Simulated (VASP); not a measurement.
A run of VASP 6.6.1 is set up as follows.

File INCAR:

```
SYSTEM = HfN
  ALGO = Normal
  EDIFF = 1E-7
  ENCUT = 520
  GGA = PE
  ISIF = 2
  ISMEAR = 0
  LASPH = .TRUE.
  LCHARG = .TRUE.
  LELF = .TRUE.
  LREAL = .FALSE.
  LVHAR = .TRUE.
  LWAVE = .FALSE.
  NBANDS = 14
  NELM = 100
  PREC = Accurate
  SIGMA = 0.15
```

Contents of KPOINTS:

```
k-points
0
G
  18 18 18
  0 0 0
```

The input POSCAR:

```
HfN
1.0
    0.0000000000      2.3154750000      2.1460500000
    2.3154750000      0.0000000000      2.1460500000
    2.3154750000      2.3154750000      0.0000000000
Hf N
1 1
Direct
    0.0000000000      0.0000000000      0.0000000000
    0.5000000000      0.5000000000      0.5000000000
```

Potentials or basis: VASP PAW PBE potentials, release 64 (Hf_pv, N).

Launch:

```console
$ cat potpaw_PBE.64/Hf_pv/POTCAR potpaw_PBE.64/N/POTCAR > POTCAR
$ mpirun -np 1 vasp_std > vasp.out
```

Predict the pressure.

7.5 GPa.

Stress tensor (GPa, compression positive):
```
-7.26  0.00  0.00
 0.00 -7.26  0.00
 0.00  0.00 37.06
```

Caveat: the cell differs from its parent crystal (strain +0.025 along x and y, -0.050 along z).
